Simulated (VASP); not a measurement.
# AlN (F-43m) in VASP: a series of runs

The runs below take AlN through vibrations by perturbation theory, with LDA.

Program: VASP 6.6.1. These are calculated values, not measurements. Logs are shortened: lines on timing, memory, paths and dates and some standing lists are left out, and cuts for length are marked.

**1. The cell of the first run**

The structure is cubic, space group F-43m (No. 216). Conventional cell: a = 4.202 Å, b = 4.202 Å, c = 4.202 Å, α = 90.00°, β = 90.00°, γ = 90.00°. Within 2.4 Å of Al (site symmetry -43m) lie 4 N at 1.82 Å. N (site symmetry -43m) has 4 Al at 1.82 Å within 2.4 Å.

**2. Vibrations by perturbation theory, LDA**

File INCAR:

```
ALGO = Normal
EDIFF = 1E-8
ENCUT = 520
GGA = CA
IBRION = 8
ISIF = 2
ISMEAR = 0
LASPH = T
LCHARG = F
LEPSILON = T
LREAL = F
LWAVE = F
NBANDS = 11
NELM = 100
NSW = 1
PREC = Accurate
SIGMA = 0.01
```

File KPOINTS:

```
k-points
0
Gamma
  10 10 10
```

File POSCAR:

```
AlN
1.0
    0.0000000000      2.1010503061      2.1010503061
    2.1010503061      0.0000000000      2.1010503061
    2.1010503061      2.1010503061      0.0000000000
Al N
1 1
Direct
    0.0000000000      0.0000000000      0.0000000000
    0.7500000000      0.7500000000      0.7500000000
```

Potentials or basis: VASP PAW LDA potentials, release 64 (Al, N).

Started as:

```
$ cat potpaw_LDA.64/Al/POTCAR potpaw_LDA.64/N/POTCAR > POTCAR
$ mpirun -np 1 vasp_std > vasp.out
```

OUTCAR:

```text
EDIFF = 1E-8
   ENCUT = 520
   GGA = CA
   IBRION = 8
   ISIF = 2
   ISMEAR = 0
   LASPH = T
   LEPSILON = T
   LREAL = F
   NELM = 100
   NSW = 1
   PREC = Accurate

 ion  position               nearest neighbor table
   1  0.000  0.000  0.000-   2 1.82   2 1.82   2 1.82   2 1.82
   2  0.750  0.750  0.750-   1 1.82   1 1.82   1 1.82   1 1.82

  LATTYP: Found a face centered cubic cell.
 ALAT       =     4.2021006122

  Lattice vectors:

 A1 = (   0.0000000000,   2.1010503061,   2.1010503061)
 A2 = (   2.1010503061,   0.0000000000,   2.1010503061)
 A3 = (   2.1010503061,   2.1010503061,   0.0000000000)

Analysis of symmetry for initial positions (statically):
=====================================================================
 Subroutine PRICEL returns:
 Original cell was already a primitive cell.

 Routine SETGRP: Setting up the symmetry group for a
 face centered cubic supercell.

 Subroutine GETGRP returns: Found 24 space group operations
 (whereof 24 operations were pure point group operations)
 out of a pool of 48 trial point group operations.

The static configuration has the point symmetry T_d .

Analysis of symmetry for dynamics (positions and initial velocities):
=====================================================================
 Subroutine PRICEL returns:
 Original cell was already a primitive cell.

 Routine SETGRP: Setting up the symmetry group for a
 face centered cubic supercell.

 Subroutine GETGRP returns: Found 24 space group operations
 (whereof 24 operations were pure point group operations)
 out of a pool of 48 trial point group operations.

The dynamic configuration has the point symmetry T_d .

 Subroutine INISYM returns: Found 24 space group operations
 (whereof 24 operations are pure point group operations),
 and found     1 'primitive' translations

----------------------------------------------------------------------------------------

                                     Primitive cell

  volume of cell :      18.5498

  direct lattice vectors                    reciprocal lattice vectors
     0.000000000  2.101050306  2.101050306    -0.237976215  0.237976215  0.237976215
     2.101050306  0.000000000  2.101050306     0.237976215 -0.237976215  0.237976215
     2.101050306  2.101050306  0.000000000     0.237976215  0.237976215 -0.237976215

  length of vectors
     2.971333838  2.971333838  2.971333838     0.412186896  0.412186896  0.412186896

  position of ions in fractional coordinates (direct lattice)
     0.000000000  0.000000000  0.000000000
     0.750000000  0.750000000  0.750000000

  ion indices of the primitive-cell ions
   primitive index   ion index
                 1           1
                 2           2

----------------------------------------------------------------------------------------

 KPOINTS: k-points

Automatic generation of k-mesh.
 Grid dimensions read from file:
 generate k-points for:   10   10   10

 Generating k-lattice:

[... 484 lines left out ...]
 ------------------------------------------------------

 Free energy of the ion-electron system (eV)
  ---------------------------------------------------
  ---------------------------------------------------
  free energy    TOTEN  =        -0.18624583 eV

  energy without entropy =       -0.18624583

------------------------ aborting loop because EDIFF is reached ----------------------------------------

--------------------------------------- Ionic step        2  -------------------------------------------

------------------------ aborting loop because EDIFF is reached ----------------------------------------

--------------------------------------- Ionic step        3  -------------------------------------------

------------------------ aborting loop because EDIFF is reached ----------------------------------------

 PIEZOELECTRIC TENSOR FIELD DIRECTION 3  (e Angst)
 -----------------------------------------------------------------------------
    -0.00047  0.65479  0.00000           ( -0.00000  0.00388  0.00000)
     0.65479 -0.00047  0.00000           (  0.00388 -0.00000  0.00000)
     0.00000  0.00000  0.00047           (  0.00000  0.00000 -0.00000)

 PIEZOELECTRIC TENSOR FIELD DIRECTION 3  (C/m^2)
 -----------------------------------------------------------------------------
    -0.00041  0.56556  0.00000
     0.56556 -0.00041  0.00000
     0.00000  0.00000  0.00040

--------------------------------------- Ionic step        4  -------------------------------------------

------------------------ aborting loop because EDIFF is reached ----------------------------------------

[... ionic steps 5 to 6 ...]

--------------------------------------- Ionic step        7  -------------------------------------------

 Free energy of the ion-electron system (eV)
  ---------------------------------------------------
  ---------------------------------------------------
  free energy    TOTEN  =        -0.23737041 eV

  energy without entropy =       -0.23737041

------------------------ aborting loop because EDIFF is reached ----------------------------------------

 INTERNAL STRAIN TENSOR  FOR ION    2  DIRECTION 1   (eV/Angst):
 -----------------------------------------------------------------------------
     0.00106  0.00000  0.00000
     0.00000 -0.00019 15.80364
     0.00000 15.80364 -0.00019

 MACROSCOPIC STATIC DIELECTRIC TENSOR (including local field effects in DFT)
 ------------------------------------------------------
           4.406691    -0.000000    -0.000000
           0.000000     4.406691     0.000000
          -0.000000     0.000000     4.406691
 ------------------------------------------------------

 PIEZOELECTRIC TENSOR (including local field effects)  for field in x, y, z        (e  Angst)
          XX          YY          ZZ          XY          YZ          ZX
  --------------------------------------------------------------------------------
  x     0.00000    -0.00000    -0.00000     0.00000     0.65487     0.00000
  y     0.00000    -0.00000    -0.00000     0.00000     0.00000     0.65487
  z    -0.00000    -0.00000    -0.00000     0.65487     0.00000     0.00000

 PIEZOELECTRIC TENSOR (including local field effects)  for field in x, y, z        (C/m^2)
          XX          YY          ZZ          XY          YZ          ZX
  --------------------------------------------------------------------------------
  x     0.00000    -0.00000    -0.00000     0.00000     0.56562     0.00000
  y     0.00000    -0.00000    -0.00000     0.00000     0.00000     0.56562
  z    -0.00000    -0.00000    -0.00000     0.56562     0.00000     0.00000

 BORN EFFECTIVE CHARGES (including local field effects) (in |e|, cummulative output)
 ---------------------------------------------------------------------------------
 ion    1
    1     2.51699    -0.00000     0.00000
    2     0.00000     2.51699    -0.00000
    3     0.00000     0.00000     2.51699
 ion    2
    1    -2.51699     0.00000    -0.00000
    2    -0.00000    -2.51699     0.00000
    3     0.00000    -0.00000    -2.51699

 INTERNAL STRAIN TENSOR FOR ION    2 for displacements in x,y,z  (eV/Angst):
          X           Y           Z          XY          YZ          ZX
  --------------------------------------------------------------------------------
  x     0.00000     0.00000    -0.00000     0.00000    15.80364     0.00000
  y     0.00000     0.00000    -0.00000     0.00000     0.00000    15.80364
  z     0.00000     0.00000     0.00000    15.80364     0.00000     0.00000

 SECOND DERIVATIVES (NOT SYMMETRIZED)
 ------------------------------------
               1X          1Y          1Z          2X          2Y          2Z
  1X   -20.096984    0.000000    0.000000   20.096984    0.000000    0.000000
  1Y     0.000000  -20.096984    0.000000    0.000000   20.096984    0.000000
  1Z     0.000000    0.000000  -20.096984    0.000000    0.000000   20.096984
  2X    20.098497    0.000000    0.000000  -20.098497    0.000000    0.000000
  2Y     0.000000   20.098497    0.000000    0.000000  -20.098497    0.000000
  2Z     0.000000    0.000000   20.098497    0.000000    0.000000  -20.098497

 Eigenvectors and eigenvalues of the dynamical matrix
 ----------------------------------------------------

   1 f  =   23.084207 THz   145.042350 2PiTHz  770.006258 cm-1    95.468566 meV
             X         Y         Z           dx          dy          dz
      0.000000  0.000000  0.000000    -0.584483    0.000000    0.000000
      3.151575  3.151575  3.151575     0.811406    0.000000    0.000000
[... 21 lines left out ...]
   6 f/i=    0.000412 THz     0.002589 2PiTHz    0.013745 cm-1     0.001704 meV
             X         Y         Z           dx          dy          dz
      0.000000  0.000000  0.000000    -0.811406    0.000000    0.000000
      3.151575  3.151575  3.151575    -0.584483    0.000000    0.000000

--------------------------------------------------------------------------------------------------------

 MACROSCOPIC STATIC DIELECTRIC TENSOR IONIC CONTRIBUTION
 ------------------------------------------------------
           3.074982     0.000000    -0.000000
           0.000000     3.074982    -0.000000
          -0.000000    -0.000000     3.074982
 ------------------------------------------------------

 ELASTIC MODULI CONTR FROM IONIC RELAXATION (kBar)
 Direction    XX          YY          ZZ          XY          YZ          ZX
 --------------------------------------------------------------------------------
 XX          -0.0000      0.0000      0.0000     -0.0000      0.0000      0.0000
 YY           0.0000     -0.0000      0.0000      0.0000      0.0000     -0.0000
 ZZ           0.0000      0.0000     -0.0000      0.0000     -0.0000     -0.0000
 XY           0.0000      0.0000      0.0000  -1028.8581      0.0000      0.0000
 YZ           0.0000      0.0000     -0.0000      0.0000  -1028.8581     -0.0000
 ZX           0.0000     -0.0000     -0.0000      0.0000     -0.0000  -1028.8581
 --------------------------------------------------------------------------------

 PIEZOELECTRIC TENSOR IONIC CONTR  for field in x, y, z        (C/m^2)
          XX          YY          ZZ          XY          YZ          ZX
  --------------------------------------------------------------------------------
  x     0.00000     0.00000    -0.00000     0.00000    -1.67368    -0.00000
  y     0.00000    -0.00000    -0.00000     0.00000    -0.00000    -1.67368
  z     0.00000     0.00000     0.00000    -1.67368     0.00000     0.00000
```

It took 2.2 min on 1 thread of Intel Xeon Platinum 8259CL at 2.50GHz (Skylake/Cascade Lake), shared host; peak memory 0.2 GiB.

What came out:

```yaml
Electronic_dielectric_tensor_diagonal: 4.41
Born_charges_mean_of_the_diagonal: Al +2.52; N -2.52 e
Highest_phonon_frequency_at_Γ_LO-TO_splitting_left_out: 770 cm⁻¹
```

Phonon frequencies in cm⁻¹ (negative: imaginary):
```tsv
q point	frequencies
(0.000, 0.000, 0.000)	0 0 0 770 770 770
```

Electronic dielectric tensor:
```
4.41 0.00 0.00
0.00 4.41 0.00
0.00 0.00 4.41
```

Born effective charge tensors (e):
atom 1, Al
```
2.52 0.00 0.00
0.00 2.52 0.00
0.00 0.00 2.52
```
atom 2, N
```
-2.52  0.00  0.00
 0.00 -2.52  0.00
 0.00  0.00 -2.52
```

Caveat: the cell wasn't relaxed at this level first, which shifts response properties.

[end of part 1 of 2]
